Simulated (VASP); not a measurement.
# KBr (rocksalt type) (Fm-3m) in VASP: a series of runs

KBr (rocksalt type) is run at these levels: PBE; tasks: single point, relaxation of cell and atoms.

Everything below comes from runs of VASP 6.6.1. Logs are shortened: lines on timing, memory, paths and dates and some standing lists are left out, and cuts for length are marked.

**1. The cell of the first run**

Symmetry: Fm-3m, No. 225, cubic system. The conventional cell has a = 6.701 Å, b = 6.701 Å, c = 6.701 Å, α = 90.00°, β = 90.00°, γ = 90.00°. Within 4.4 Å of K (site symmetry m-3m) lie 6 Br at 3.35 Å. Within 4.4 Å of Br (site symmetry m-3m) lie 6 K at 3.35 Å.

**2. Single point, PBE**

INCAR reads:

```
SYSTEM = KBr
PREC = Accurate ; ENCUT = 520
EDIFF = 1E-6 ; ISMEAR = -1
SIGMA = 0.05 ; LREAL = .FALSE.
LASPH = .TRUE. ; NELM = 100
ALGO = Normal ; ISIF = 2
LWAVE = .FALSE. ; LCHARG = .FALSE.
GGA = PE ; NBANDS = 15
```

KPOINTS reads:

```
Automatic mesh
0
G
  12 12 12
  0 0 0
```

POSCAR reads:

```
KBr
1.0
    0.0000000000      3.3506473917      3.3506473917
    3.3506473917      0.0000000000      3.3506473917
    3.3506473917      3.3506473917      0.0000000000
K Br
1 1
Direct
    0.0000000000      0.0000000000      0.0000000000
    0.5000000000      0.5000000000      0.5000000000
```

Potentials or basis: VASP PAW PBE potentials, release 64 (K_sv, Br).

Run with:

```bash
$ cat potpaw_PBE.64/K_sv/POTCAR potpaw_PBE.64/Br/POTCAR > POTCAR
$ mpirun -np 1 vasp_std > vasp.out
```

OUTCAR:

```text
SYSTEM = KBr
   PREC = Accurate
   ENCUT = 520
   EDIFF = 1E-6
   ISMEAR = -1
   LREAL = .FALSE.
   LASPH = .TRUE.
   NELM = 100
   ISIF = 2
   GGA = PE

 ion  position               nearest neighbor table
   1  0.000  0.000  0.000-
   2  0.500  0.500  0.500-

  LATTYP: Found a face centered cubic cell.
 ALAT       =     6.7012947834

  Lattice vectors:

 A1 = (   0.0000000000,   3.3506473917,   3.3506473917)
 A2 = (   3.3506473917,   0.0000000000,   3.3506473917)
 A3 = (   3.3506473917,   3.3506473917,   0.0000000000)

Analysis of symmetry for initial positions (statically):
=====================================================================
 Subroutine PRICEL returns:
 Original cell was already a primitive cell.

 Routine SETGRP: Setting up the symmetry group for a
 face centered cubic supercell.

 Subroutine GETGRP returns: Found 48 space group operations
 (whereof 48 operations were pure point group operations)
 out of a pool of 48 trial point group operations.

The static configuration has the point symmetry O_h .

Analysis of symmetry for dynamics (positions and initial velocities):
=====================================================================
 Subroutine PRICEL returns:
 Original cell was already a primitive cell.

 Routine SETGRP: Setting up the symmetry group for a
 face centered cubic supercell.

 Subroutine GETGRP returns: Found 48 space group operations
 (whereof 48 operations were pure point group operations)
 out of a pool of 48 trial point group operations.

The dynamic configuration has the point symmetry O_h .

 Subroutine INISYM returns: Found 48 space group operations
 (whereof 48 operations are pure point group operations),
 and found     1 'primitive' translations

----------------------------------------------------------------------------------------

                                     Primitive cell

  volume of cell :      75.2344

  direct lattice vectors                    reciprocal lattice vectors
     0.000000000  3.350647392  3.350647392    -0.149224893  0.149224893  0.149224893
     3.350647392  0.000000000  3.350647392     0.149224893 -0.149224893  0.149224893
     3.350647392  3.350647392  0.000000000     0.149224893  0.149224893 -0.149224893

  length of vectors
     4.738530984  4.738530984  4.738530984     0.258465097  0.258465097  0.258465097

  position of ions in fractional coordinates (direct lattice)
     0.000000000  0.000000000  0.000000000
     0.500000000  0.500000000  0.500000000

  ion indices of the primitive-cell ions
   primitive index   ion index
                 1           1
                 2           2

----------------------------------------------------------------------------------------

 KPOINTS: Automatic mesh

Automatic generation of k-mesh.
 Grid dimensions read from file:
 generate k-points for:   12   12   12

 Generating k-lattice:

  Cartesian coordinates                     Fractional coordinates (reciprocal lattice)
    -0.012435408  0.012435408  0.012435408     0.083333333  0.000000000  0.000000000
     0.012435408 -0.012435408  0.012435408     0.000000000  0.083333333  0.000000000
     0.012435408  0.012435408 -0.012435408     0.000000000  0.000000000  0.083333333

  Length of vectors
     0.021538758  0.021538758  0.021538758

  Shift w.r.t. Gamma in fractional coordinates (k-lattice)
     0.000000000  0.000000000  0.000000000

 Subroutine IBZKPT returns following result:
 ===========================================

 Found     72 irreducible k-points:

 Following reciprocal coordinates:
            Coordinates               Weight
  0.000000  0.000000  0.000000      1.000000
  0.083333  0.000000  0.000000      8.000000
  0.166667  0.000000  0.000000      8.000000
  0.250000  0.000000  0.000000      8.000000
  0.333333  0.000000  0.000000      8.000000
  0.416667  0.000000  0.000000      8.000000
[... 16 lines left out ...]
  0.500000  0.166667  0.000000     24.000000
 -0.416667  0.166667  0.000000     24.000000
 [... further k-points ...]
   k-points           NKPTS =     72   k-points in BZ     NKDIM =     72   number of bands    NBANDS=     15
   number of dos      NEDOS =    301   number of ions     NIONS =      2
   total plane-waves  NPLWV =  46656
   dimension x,y,z NGX =    36 NGY =   36 NGZ =   36
   dimension x,y,z NGXF=    72 NGYF=   72 NGZF=   72
   ions per type =               1   1
   NGX,Y,Z   is equivalent  to a cutoff of  12.63, 12.63, 12.63 a.u.
   NGXF,Y,Z  is equivalent  to a cutoff of  25.26, 25.26, 25.26 a.u.
 SYSTEM =  KBr
   PREC   = accura    normal or accurate (medium, high low for compatibility)
   ISTART =      0    job   : 0-new  1-cont  2-samecut
   ICHARG =      2    charge: 1-file 2-atom 10-const
   ISPIN  =      1    spin polarized calculation?
   LNONCOLLINEAR =      F non collinear calculations
   LSORBIT =      F    spin-orbit coupling
   LASPH  =      T    aspherical Exc in radial PAW
   ENCUT  =  520.0 eV  38.22 Ry    6.18 a.u.   8.81  8.81  8.81*2*pi/ulx,y,z
   NELM   =    100;   NELMIN=  2; NELMDL= -5     # of ELM steps
   EDIFF  = 0.1E-05   stopping-criterion for ELM
   LREAL  =      F    real-space projection
   EDIFFG = 0.1E-04   stopping-criterion for IOM
   NSW    =      0    number of steps for IOM
   IBRION =     -1    ionic relax: 0-MD 1-quasi-New 2-CG
   NFREE  =      0    steps in history (QN), initial steepest desc. (CG)
   ISIF   =      2    stress and relaxation
   ISYM   =      2    0-nonsym 1-usesym 2-fastsym
   POTIM  = 0.5000    time-step for ionic-motion
   TEBEG  =    0.0;   TEEND  =   0.0 temperature during run
   PSTRESS=    0.0 pullay stress
   NELECT =      16.0000    total number of electrons
   NUPDOWN=      -1.0000    fix difference up-down
   EMIN   =  10.00;   EMAX   =-10.00  energy-range for DOS
   EFERMI =   0.00;   METHOD = LEGACY
   ISMEAR =    -1;   SIGMA  =   0.05  broadening in eV -4-tet -1-fermi 0-gaus
   EFERMI_NEDOS =   21; number of points for ismear=-14 and -15
   IALGO  =     38    algorithm
   IMIX   =      4    mixing-type and parameters
     AMIX     =   0.40;   BMIX     =  1.00
     AMIX_MAG =   1.60;   BMIX_MAG =  1.00
  volume/ion in A,a.u.               =      37.62       253.85
  Fermi-wavevector in a.u.,A,eV,Ry     =   0.977183  1.846609 12.992033  0.954887
  Thomas-Fermi vector in A             =   2.107861
   LORBIT       =      0    0 simple, 1 ext, 2 COOP (PROOUT), +10 PAW based schemes
   GGA     = PE    functional components
   LHFCALC =     F    Hartree Fock is set to
   AEXX    =    0.0000 exact exchange contribution
   IVDW    =     0    specifies the selected vdW correction
   LEPSILON=     F    determine dielectric tensor
   LRPA    =     F    only Hartree local field effects (RPA)
 non-spin polarized calculation
  energy-cutoff  :      520.00
  volume of cell :       75.23
 maximum number of plane-waves:      2085
   NGX = 17   NGY = 17   NGZ = 17

 number of electron      16.0000000 magnetization

 Free energy of the ion-electron system (eV)
  ---------------------------------------------------
  ext. energy  EPLUGINS =         0.00000000
  ---------------------------------------------------
  free energy    TOTEN  =        -6.22356446 eV

  energy without entropy =       -6.22356446  energy(sigma->0) =       -6.22356446

 E-fermi :  -0.7968     XC(G=0):  -7.1899

 val. band max:       -1.9155875768   @ k =   0.0000   0.0000   0.0000
 cond. band min:       2.3988656009   @ k =   0.0000   0.0000   0.0000
 fundamental gap:      4.3144531778
 Fermi energy:        -0.7968114001

 k-point     1 :       0.0000    0.0000    0.0000
  band No.  band energies     occupation
      1     -29.7972      2.00000
      2     -14.1545      2.00000
      3     -13.2709      2.00000
      4     -13.2709      2.00000
      5     -13.2709      2.00000
      6      -1.9156      2.00000
      7      -1.9156      2.00000
      8      -1.9156      2.00000
      9       2.3989      0.00000
     10       5.6750      0.00000
     11       5.6750      0.00000
     12       5.6750      0.00000
     13       6.4700      0.00000
     14       6.4700      0.00000
     15       9.5651      0.00000

 k-point     2 :       0.0833    0.0000    0.0000
  band No.  band energies     occupation
      1     -29.7969      2.00000
      2     -14.1683      2.00000
      3     -13.2712      2.00000
      4     -13.2712      2.00000
      5     -13.2531      2.00000
      6      -2.0130      2.00000
      7      -1.9370      2.00000
      8      -1.9370      2.00000
      9       2.5723      0.00000
     10       5.6197      0.00000
     11       5.7545      0.00000
     12       5.7545      0.00000
     13       6.5545      0.00000
     14       6.5545      0.00000
     15       9.8157      0.00000

 k-point     3 :       0.1667    0.0000    0.0000
  band No.  band energies     occupation
      1     -29.7961      2.00000
      2     -14.2036      2.00000
      3     -13.2721      2.00000
      4     -13.2721      2.00000
      5     -13.2068      2.00000
      6      -2.2528      2.00000
      7      -1.9943      2.00000
      8      -1.9943      2.00000
      9       3.0269      0.00000
     10       5.5259      0.00000
     11       5.9848      0.00000
     12       5.9848      0.00000
     13       6.8012      0.00000
     14       6.8012      0.00000
     15      10.3988      0.00000

 k-point     4 :       0.2500    0.0000    0.0000
  band No.  band energies     occupation
      1     -29.7950      2.00000
      2     -14.2471      2.00000
      3     -13.2733      2.00000
      4     -13.2733      2.00000
      5     -13.1480      2.00000
      6      -2.5359      2.00000
      7      -2.0699      2.00000
      8      -2.0699      2.00000
      9       3.6125      0.00000
     10       5.5219      0.00000
     11       6.3460      0.00000
     12       6.3460      0.00000
     13       7.1838      0.00000
     14       7.1838      0.00000
     15      10.0465      0.00000
[... 307 lines left out ...]
 k-point    22 :       0.4167    0.1667    0.0000
  band No.  band energies     occupation
      1     -29.7931      2.00000
      2     -14.2550      2.00000
      3     -13.2851      2.00000
      4     -13.2834      2.00000
      5     -13.1218      2.00000
      6      -2.7834      2.00000
      7      -2.2374      2.00000
      8      -2.1639      2.00000
      9       4.5276      0.00000
     10       5.2815      0.00000
     11       7.2245      0.00000
     12       7.4449      0.00000
     13       7.5477      0.00000
     14       7.6925      0.00000
     15       8.9497      0.00000

 k-point    23 :       0.5000    0.1667    0.0000
  band No.  band energies     occupation
      1     -29.7925      2.00000
      2     -14.2702      2.00000
      3     -13.2897      2.00000
      4     -13.2820      2.00000
      5     -13.0989      2.00000
      6      -2.8647      2.00000
      7      -2.2942      2.00000
      8      -2.2062      2.00000
      9       4.7676      0.00000
     10       5.7599      0.00000
     11       7.1567      0.00000
     12       7.5052      0.00000
     13       7.8271      0.00000
     14       8.0095      0.00000
     15       8.8903      0.00000

 k-point    24 :      -0.4167    0.1667    0.0000
  band No.  band energies     occupation
      1     -29.7925      2.00000
      2     -14.2768      2.00000
      3     -13.2935      2.00000
      4     -13.2793      2.00000
      5     -13.0883      2.00000
      6      -2.8816      2.00000
      7      -2.3033      2.00000
      8      -2.2213      2.00000
      9       4.8510      0.00000
     10       5.9456      0.00000
     11       7.0040      0.00000
     12       7.5498      0.00000
     13       7.5590      0.00000
     14       8.5446      0.00000
     15       8.9304      0.00000

 [... further k-points ...]

------------------------ aborting loop because EDIFF is reached ----------------------------------------

  FORCE on cell =-STRESS in cart. coord.  units (eV):
  Direction    XX          YY          ZZ          XY          YZ          ZX
  --------------------------------------------------------------------------------------
  -------------------------------------------------------------------------------------
  Total        0.0266470      0.0266470      0.0266470     -0.0000000      0.0000000      0.0000000
  in kB        0.5674688      0.5674688      0.5674688     -0.0000000      0.0000000      0.0000000
  external PRESSURE =       0.5674688 kB  Pullay stress =       0.0000000 kB

 VOLUME and BASIS-vectors are now :
 -----------------------------------------------------------------------------
  energy-cutoff  :      520.00
  volume of cell :       75.23
      direct lattice vectors                 reciprocal lattice vectors
     0.000000000  3.350647392  3.350647392    -0.149224893  0.149224893  0.149224893
     3.350647392  0.000000000  3.350647392     0.149224893 -0.149224893  0.149224893
     3.350647392  3.350647392  0.000000000     0.149224893  0.149224893 -0.149224893

 POSITION                                       TOTAL-FORCE (eV/Angst)
 -----------------------------------------------------------------------------------
      0.00000      0.00000      0.00000         0.000000     -0.000000     -0.000000
      3.35065      3.35065      3.35065        -0.000000      0.000000      0.000000
 -----------------------------------------------------------------------------------
    total drift:                                0.000000      0.000000      0.000000

  FREE ENERGIE OF THE ION-ELECTRON SYSTEM (eV)
  ---------------------------------------------------
  free  energy   TOTEN  =        -6.2235644637 eV

  energy  without entropy=       -6.2235644637  energy(sigma->0) =       -6.22356446
```

Wall time 64 s (1 thread of Intel Xeon Platinum 8259CL at 2.50GHz (Skylake/Cascade Lake), shared host); peak memory 0.25 GiB.

What came out:

```yaml
Free_energy: -6.2236 eV
Pressure: 0.1 GPa
Band_gap_on_the_k_mesh: 4.31 eV, direct
```

A k mesh can miss the band edges. PBE gaps usually lie below the measured ones, often by a third to a half.

(Part 1 of 2 ends here.)
